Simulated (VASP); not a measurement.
Here is a VASP 6.6.1 calculation.

The input INCAR:

```
PREC = Accurate
ENCUT = 400
EDIFF = 1E-6
ISMEAR = 0
SIGMA = 0.1
LREAL = F
LASPH = T
NELM = 200
ALGO = Normal
ISIF = 2
LWAVE = F
LCHARG = F
LNONCOLLINEAR = T
MAGMOM = 0 0 0 0 0 0 0 0 0 0 0 0 0 0 0 0 0 0
LORBIT = 11
LSORBIT = T
GGA_COMPAT = F
LORBMOM = T
LMAXMIX = 4
LDIPOL = T
IDIPOL = 3
DIPOL = 0.5 0.5 0.500
GGA = PE
IVDW = 12
NBANDS = 60
NELMDL = -8
```

KPOINTS

```
regular mesh
0
Gamma
  9 9 1
```

POSCAR

```
Te2Pt
1.0
    4.0533413718      0.0000000000      0.0000000000
   -2.0266706859      3.5102965982      0.0000000000
    0.0000000000      0.0000000000     22.8101591468
Te Pt
4 2
Direct
    0.6666666667      0.3333333333      0.3279935490
    0.3333333333      0.6666666667      0.4472932954
    0.6666666667      0.3333333333      0.5527066806
    0.3333333333      0.6666666667      0.6720064701
    0.0000000000      0.0000000000      0.3886543304
    0.0000000000      0.0000000000      0.6113456744
```

Potentials or basis: VASP PAW PBE potentials, release 64 (Te, Pt).

Command:

```sh
$ cat potpaw_PBE.64/Te/POTCAR potpaw_PBE.64/Pt/POTCAR > POTCAR
$ mpirun -np 1 vasp_ncl > vasp.out
```

What does it give for the largest force?

0.026 eV/Å.

Estimate the net moment.

0.00 μB per cell.

Predict the dispersion energy per atom.

-0.443 eV.

Forces on the atoms (eV/Å):
```
Te   0.000  0.000 -0.026
Te   0.000  0.000  0.018
Te   0.000  0.000 -0.018
Te   0.000  0.000  0.026
Pt   0.000  0.000 -0.006
Pt   0.000  0.000  0.006
```
